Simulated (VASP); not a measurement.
# Hg (Fmmm) in VASP: single point with PBE

Aim: the single point of Hg with PBE.

Everything below comes from runs of VASP 6.6.1. Logs are shortened: lines on timing, memory, paths and dates and some standing lists are left out, and cuts for length are marked.

## (1) The cell of the first run

Symmetry: Fmmm, No. 69, orthorhombic system. Conventional cell: a = 3.744 Å, b = 5.544 Å, c = 5.575 Å, α = 90.00°, β = 90.00°, γ = 90.00°. Hg (site symmetry mmm) has 14 Hg at 3.35 to 3.93 Å within 4.4 Å.

## (2) Single point, PBE

File INCAR:

```
SYSTEM = Hg
ALGO     = Normal         ! electronic algorithm
EDIFF    = 1E-6           ! SCF threshold, eV
ENCUT    = 520            ! plane-wave cutoff, eV
GGA      = PE             ! functional
ISIF     = 2              ! what is computed and relaxed
ISMEAR   = 0              ! smearing method
LASPH    = .True.         ! aspherical terms in the spheres
LCHARG   = .False.        ! write CHGCAR
LREAL    = .False.        ! projectors in reciprocal space
LWAVE    = .False.        ! write WAVECAR
NBANDS   = 45             ! bands
NELM     = 100            ! most SCF steps
PREC     = Accurate       ! precision mode
SIGMA    = 0.1            ! smearing width, eV
```

File KPOINTS:

```
k-points
0
Gamma
  8 6 8
  0 0 0
```

File POSCAR:

```
Hg
1.0
    3.9203770658      3.9203770658      0.0000000000
   -3.9424177648      3.9424177648      0.0000000000
   -1.9601885329     -1.9601885329      5.6161057974
Hg
6
Direct
    0.0000000000      0.0000000000      0.0000000000
    0.1666666667      0.5000000000      0.3333333333
    0.5000000000      0.5000000000      0.0000000000
    0.3333333333      0.0000000000      0.6666666667
    0.6666666667      0.0000000000      0.3333333333
    0.8333333333      0.5000000000      0.6666666667
```

Potentials or basis: VASP PAW PBE potentials, release 64 (Hg).

The run is started by

```bash
$ cat potpaw_PBE.64/Hg/POTCAR > POTCAR
$ mpirun -np 1 vasp_std > vasp.out
```

OUTCAR:

```text
SYSTEM = Hg
   EDIFF = 1E-6
   ENCUT = 520
   GGA = PE
   ISIF = 2
   ISMEAR = 0
   LASPH = .True.
   LREAL = .False.
   NELM = 100
   PREC = Accurate

 ion  position               nearest neighbor table
   1  0.000  0.000  0.000-   4 3.35   5 3.35   5 3.35   4 3.35   6 3.36   2 3.36   6 3.36   2 3.36
                             5 3.74   4 3.74
   2  0.167  0.500  0.333-   3 3.35   6 3.35   3 3.35   6 3.35   1 3.36   1 3.36   4 3.36   4 3.36
                             6 3.74   3 3.74
   3  0.500  0.500  0.000-   2 3.35   6 3.35   2 3.35   6 3.35   4 3.36   4 3.36   5 3.36   5 3.36
                             2 3.74   6 3.74
   4  0.333  0.000  0.667-   1 3.35   5 3.35   1 3.35   5 3.35   3 3.36   3 3.36   2 3.36   2 3.36
                             5 3.74   1 3.74
   5  0.667  0.000  0.333-   1 3.35   4 3.35   1 3.35   4 3.35   3 3.36   3 3.36   6 3.36   6 3.36
                             4 3.74   1 3.74
   6  0.833  0.500  0.667-   3 3.35   2 3.35   3 3.35   2 3.35   1 3.36   1 3.36   5 3.36   5 3.36
                             2 3.74   3 3.74

  LATTYP: Found a base centered orthorhombic cell.
 ALAT       =     5.5442504161
 B/A-ratio  =     2.0259206839
 C/A-ratio  =     1.0056220865

  Lattice vectors:

 A1 = (  -1.9601885329,  -1.9601885329,  -5.6161057974)
 A2 = (  -1.9601885329,  -1.9601885329,   5.6161057974)
 A3 = (  -3.9424177648,   3.9424177648,   0.0000000000)

Analysis of symmetry for initial positions (statically):
=====================================================================
 Subroutine PRICEL returns following result:

  LATTYP: Found a face centered orthorhombic cell.
 ALAT       =     3.7440705312
 B/A-ratio  =     1.4808082197
 C/A-ratio  =     1.4891334512

  Lattice vectors:

 A1 = (   0.0110203489,  -3.9313974159,   0.0000000006)
 A2 = (   1.9712088826,  -1.9712088822,   1.8720352656)
 A3 = (  -1.9601885333,  -1.9601885333,   1.8720352662)

   6 primitive cells build up your supercell.

 Routine SETGRP: Setting up the symmetry group for a
 base centered orthorhombic supercell.

 Subroutine GETGRP returns: Found  8 space group operations
 (whereof  8 operations were pure point group operations)
 out of a pool of  8 trial point group operations.

The static configuration has the point symmetry D_2h.

Analysis of symmetry for dynamics (positions and initial velocities):
=====================================================================
 Subroutine PRICEL returns following result:

  LATTYP: Found a face centered orthorhombic cell.
 ALAT       =     3.7440705312
 B/A-ratio  =     1.4808082197
 C/A-ratio  =     1.4891334512

  Lattice vectors:

 A1 = (   0.0110203489,  -3.9313974159,   0.0000000006)
 A2 = (   1.9712088826,  -1.9712088822,   1.8720352656)
 A3 = (  -1.9601885333,  -1.9601885333,   1.8720352662)

   6 primitive cells build up your supercell.

 Routine SETGRP: Setting up the symmetry group for a
 base centered orthorhombic supercell.

 Subroutine GETGRP returns: Found  8 space group operations
 (whereof  8 operations were pure point group operations)
 out of a pool of  8 trial point group operations.

The dynamic configuration has the point symmetry D_2h.

 Subroutine INISYM returns: Found  8 space group operations
 (whereof  8 operations are pure point group operations),
 and found     6 'primitive' translations

----------------------------------------------------------------------------------------

                                     Primitive cell

  volume of cell :      28.9337

  direct lattice vectors                    reciprocal lattice vectors
     0.011020349 -3.931397416  0.000000001    -0.000713025 -0.254364480 -0.267088986
     1.971208883 -1.971208882  1.872035266     0.254364480  0.000713025  0.267088986
    -1.960188533 -1.960188533  1.872035266    -0.254364480 -0.000713025  0.267088986

  length of vectors
     3.931412862  3.357952494  3.345025293     0.368833734  0.368833734  0.368833734

  position of ions in fractional coordinates (direct lattice)
     0.000000000  0.000000000  0.000000000

  ion indices of the primitive-cell ions
   primitive index   ion index
                 1           1

----------------------------------------------------------------------------------------

 KPOINTS: k-points

Automatic generation of k-mesh.
 Grid dimensions read from file:
 generate k-points for:    8    6    8

 Generating k-lattice:

  Cartesian coordinates                     Fractional coordinates (reciprocal lattice)
     0.015942344  0.015942344  0.011128708     0.125000000  0.000000000  0.000000000
    -0.021137621  0.021137621  0.000000000     0.000000000  0.166666667  0.000000000
     0.000000000  0.000000000  0.022257415     0.000000000  0.000000000  0.125000000

  Length of vectors
     0.025142888  0.029893111  0.022257415

  Shift w.r.t. Gamma in fractional coordinates (k-lattice)
     0.000000000  0.000000000  0.000000000

 Subroutine IBZKPT returns following result:
 ===========================================

 Found     84 irreducible k-points:

 Following reciprocal coordinates:
            Coordinates               Weight
  0.000000  0.000000  0.000000      1.000000
  0.125000  0.000000  0.000000      4.000000
  0.250000  0.000000  0.000000      4.000000
  0.375000  0.000000  0.000000      4.000000
  0.500000  0.000000  0.000000      2.000000
  0.000000  0.166667  0.000000      2.000000
[... 16 lines left out ...]
  0.250000  0.000000  0.125000      4.000000
  0.375000  0.000000  0.125000      4.000000
 [... further k-points ...]
   k-points           NKPTS =     84   k-points in BZ     NKDIM =     84   number of bands    NBANDS=     45
   number of dos      NEDOS =    301   number of ions     NIONS =      6
   total plane-waves  NPLWV =  84672
   dimension x,y,z NGX =    42 NGY =   42 NGZ =   48
   dimension x,y,z NGXF=    84 NGYF=   84 NGZF=   96
   ions per type =               6
   NGX,Y,Z   is equivalent  to a cutoff of  12.59, 12.52, 12.74 a.u.
   NGXF,Y,Z  is equivalent  to a cutoff of  25.19, 25.05, 25.48 a.u.
 SYSTEM =  Hg
   PREC   = accura    normal or accurate (medium, high low for compatibility)
   ISTART =      0    job   : 0-new  1-cont  2-samecut
   ICHARG =      2    charge: 1-file 2-atom 10-const
   ISPIN  =      1    spin polarized calculation?
   LNONCOLLINEAR =      F non collinear calculations
   LSORBIT =      F    spin-orbit coupling
   LASPH  =      T    aspherical Exc in radial PAW
   ENCUT  =  520.0 eV  38.22 Ry    6.18 a.u.  10.31 10.37 11.65*2*pi/ulx,y,z
   NELM   =    100;   NELMIN=  2; NELMDL= -5     # of ELM steps
   EDIFF  = 0.1E-05   stopping-criterion for ELM
   LREAL  =      F    real-space projection
   EDIFFG = 0.1E-04   stopping-criterion for IOM
   NSW    =      0    number of steps for IOM
   IBRION =     -1    ionic relax: 0-MD 1-quasi-New 2-CG
   NFREE  =      0    steps in history (QN), initial steepest desc. (CG)
   ISIF   =      2    stress and relaxation
   ISYM   =      2    0-nonsym 1-usesym 2-fastsym
   POTIM  = 0.5000    time-step for ionic-motion
   TEBEG  =    0.0;   TEEND  =   0.0 temperature during run
   PSTRESS=    0.0 pullay stress
   NELECT =      72.0000    total number of electrons
   NUPDOWN=      -1.0000    fix difference up-down
   EMIN   =  10.00;   EMAX   =-10.00  energy-range for DOS
   EFERMI =   0.00;   METHOD = LEGACY
   ISMEAR =     0;   SIGMA  =   0.10  broadening in eV -4-tet -1-fermi 0-gaus
   EFERMI_NEDOS =   21; number of points for ismear=-14 and -15
   IALGO  =     38    algorithm
   IMIX   =      4    mixing-type and parameters
     AMIX     =   0.40;   BMIX     =  1.00
     AMIX_MAG =   1.60;   BMIX_MAG =  1.00
  volume/ion in A,a.u.               =      28.93       195.25
  Fermi-wavevector in a.u.,A,eV,Ry     =   1.220863  2.307097 20.279585  1.490507
  Thomas-Fermi vector in A             =   2.356066
   LORBIT       =      0    0 simple, 1 ext, 2 COOP (PROOUT), +10 PAW based schemes
   GGA     = PE    functional components
   LHFCALC =     F    Hartree Fock is set to
   AEXX    =    0.0000 exact exchange contribution
   IVDW    =     0    specifies the selected vdW correction
   LEPSILON=     F    determine dielectric tensor
   LRPA    =     F    only Hartree local field effects (RPA)
 non-spin polarized calculation
 Gauss-broadening in eV      SIGMA  =   0.10
  energy-cutoff  :      520.00
  volume of cell :      173.60
 maximum number of plane-waves:      4711
 NGX is ok and might be reduce to    42
   NGX = 21   NGY = 21   NGZ = 23

 number of electron      71.9999996 magnetization

 Free energy of the ion-electron system (eV)
  ---------------------------------------------------
  ext. energy  EPLUGINS =         0.00000000
  ---------------------------------------------------
  free energy    TOTEN  =        -1.09783445 eV

  energy without entropy =       -1.09396299  energy(sigma->0) =       -1.09589872

 E-fermi :   1.2597     XC(G=0):  -9.7595

 val. band max:        1.2337676787   @ k =   0.2500   0.0000   0.0000
 cond. band min:       1.2746133960   @ k =   0.3750   0.3333   0.1250
 fundamental gap:      0.0408457173
 Fermi energy:         1.2597172956

 k-point     1 :       0.0000    0.0000    0.0000
  band No.  band energies     occupation
      1      -6.2245      2.00000
      2      -5.7276      2.00000
      3      -5.4529      2.00000
      4      -5.3769      2.00000
      5      -5.3769      2.00000
      6      -5.3631      2.00000
[... 37 lines left out ...]
     44       6.6641      0.00000
     45       6.6643      0.00000

 k-point     2 :       0.1250    0.0000    0.0000
  band No.  band energies     occupation
      1      -6.1173      2.00000
      2      -5.6801      2.00000
      3      -5.4196      2.00000
      4      -5.4148      2.00000
      5      -5.3835      2.00000
      6      -5.3564      2.00000
[... 37 lines left out ...]
     44       6.2716      0.00000
     45       6.5044      0.00000

 k-point     3 :       0.2500    0.0000    0.0000
  band No.  band energies     occupation
      1      -5.8261      2.00000
      2      -5.5642      2.00000
      3      -5.4099      2.00000
      4      -5.3994      2.00000
      5      -5.3867      2.00000
      6      -5.3832      2.00000
[... 37 lines left out ...]
     44       6.5511      0.00000
     45       6.5812      0.00000

 k-point     4 :       0.3750    0.0000    0.0000
  band No.  band energies     occupation
      1      -5.5170      2.00000
      2      -5.5019      2.00000
      3      -5.4697      2.00000
      4      -5.4268      2.00000
      5      -5.4089      2.00000
      6      -5.3584      2.00000
[... 901 lines left out ...]
     44       6.1910      0.00000
     45       7.0685      0.00000

 k-point    23 :       0.2500    0.0000    0.1250
  band No.  band energies     occupation
      1      -5.6347      2.00000
      2      -5.5253      2.00000
      3      -5.5199      2.00000
      4      -5.4768      2.00000
      5      -5.4593      2.00000
      6      -5.4592      2.00000
[... 37 lines left out ...]
     44       6.6319      0.00000
     45       7.2179      0.00000

 k-point    24 :       0.3750    0.0000    0.1250
  band No.  band energies     occupation
      1      -5.5522      2.00000
      2      -5.5177      2.00000
      3      -5.5135      2.00000
      4      -5.4340      2.00000
      5      -5.4269      2.00000
      6      -5.3739      2.00000
[... 37 lines left out ...]
     44       5.3384      0.00000
     45       7.2646      0.00000

 [... further k-points ...]

------------------------ aborting loop because EDIFF is reached ----------------------------------------

  FORCE on cell =-STRESS in cart. coord.  units (eV):
  Direction    XX          YY          ZZ          XY          YZ          ZX
  --------------------------------------------------------------------------------------
  -------------------------------------------------------------------------------------
  Total        0.1342368      0.1342368      0.1905387      0.0166650      0.0000000      0.0000000
  in kB        1.2388722      1.2388722      1.7584821      0.1538014      0.0000000      0.0000000
  external PRESSURE =       1.4120755 kB  Pullay stress =       0.0000000 kB

 VOLUME and BASIS-vectors are now :
 -----------------------------------------------------------------------------
  energy-cutoff  :      520.00
  volume of cell :      173.60
      direct lattice vectors                 reciprocal lattice vectors
     3.920377066  3.920377066  0.000000000     0.127538752  0.127538752  0.089029662
    -3.942417765  3.942417765  0.000000000    -0.126825727  0.126825727  0.000000000
    -1.960188533 -1.960188533  5.616105797     0.000000000  0.000000000  0.178059324

 POSITION                                       TOTAL-FORCE (eV/Angst)
 -----------------------------------------------------------------------------------
      0.00000      0.00000      0.00000        -0.000000      0.000000     -0.000000
     -1.97121      1.97121      1.87204        -0.000000     -0.000000      0.000000
     -0.01102      3.93140      0.00000        -0.000000      0.000000     -0.000000
     -0.00000     -0.00000      3.74407         0.000000     -0.000000      0.000000
      1.96019      1.96019      1.87204         0.000000      0.000000      0.000000
     -0.01102      3.93140      3.74407         0.000000     -0.000000      0.000000
 -----------------------------------------------------------------------------------
    total drift:                               -0.000000      0.000000      0.000000

  FREE ENERGIE OF THE ION-ELECTRON SYSTEM (eV)
  ---------------------------------------------------
  free  energy   TOTEN  =        -1.0978344513 eV

  energy  without entropy=       -1.0939629906  energy(sigma->0) =       -1.09589872
```

Wall time 5.9 min (1 thread of Intel Xeon Platinum 8259CL at 2.50GHz (Skylake/Cascade Lake), shared host); peak memory 0.58 GiB.

Results:

```yaml
Free_energy: -1.0978 eV
Pressure: 0.1 GPa
Band_gap_on_the_k_mesh: zero (bands 36 and 37 overlap by 1.16 eV)
```

Caveat: spin-orbit coupling is left out, which moves the levels of the heavy elements.

The gap in the log of VASP goes by the Fermi energy; the results here count the filled bands.